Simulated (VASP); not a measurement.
Runs of VASP 6.6.1 on ScAl3. The structure is that of space group Pm-3m (No. 221), or close to it. The cells are those of the table. 

```csv
cell,gap on the mesh (eV),pressure (GPa)
"a = 4.060 Å, 4 atoms",none,3.0
"a = 4.142 Å, 4 atoms",none,(a)
"a = 4.101 Å, 4 atoms",none,0.2
"a = 4.181 Å, 4 atoms",none,(b)
"a = 4.019 Å, 4 atoms",none,6.3
```

Alike in all rows: task single point; level PBE; potentials or basis VASP PAW PBE potentials, release 64 (Sc_sv, Al); no spin polarisation; k mesh 6 × 6 × 6; cutoff (eV) 520; smearing gaussian 0.05 eV.

Task: Estimate the missing entries.

Result: (a) -2.3; (b) -4.2.

A gap of «none» marks levels without a gap at the run's occupations.
